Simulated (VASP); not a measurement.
A run of VASP 6.6.1:

File INCAR:

```
PREC = Accurate
ENCUT = 520
EDIFF = 1E-6
ISMEAR = -1
SIGMA = 0.15
LREAL = F
LASPH = T
NELM = 100
ALGO = Normal
ISIF = 2
LWAVE = F
LCHARG = T
GGA = PS
LELF = T
LVHAR = T
NBANDS = 27
```

The input KPOINTS:

```
Automatic mesh
0
Gamma
  9 9 4
```

POSCAR

```
ZrTiB4
1.0
    3.0971246900      0.0000000000      0.0000000000
   -1.5485623500      2.6821886600      0.0000000000
    0.0000000000      0.0000000000      6.7945002500
Zr Ti B
1 1 4
Direct
    0.0000000000      0.0000000000      0.5000000000
    0.0000000000      0.0000000000      0.0000000000
    0.3333333333      0.6666666667      0.7664294100
    0.3333333333      0.6666666667      0.2335705900
    0.6666666667      0.3333333333      0.7664294100
    0.6666666667      0.3333333333      0.2335705900
```

Potentials or basis: VASP PAW PBE potentials, release 64 (Zr_sv, Ti_sv, B).

Launch:

```sh
$ cat potpaw_PBE.64/Zr_sv/POTCAR potpaw_PBE.64/Ti_sv/POTCAR potpaw_PBE.64/B/POTCAR > POTCAR
$ mpirun -np 1 vasp_std > vasp.out
```

Hardware: 1 thread of Intel(R) Xeon(R) Platinum 8375C CPU @ 2.90GHz (Ice Lake) (shared host).

**Question.** How long does it take, and how much memory?

**Answer.** Wall time 47 s on 1 thread of Intel(R) Xeon(R) Platinum 8375C CPU @ 2.90GHz (Ice Lake) (shared host), peak memory 0.21 GiB. Counts: scf iterations 14, k points 36.
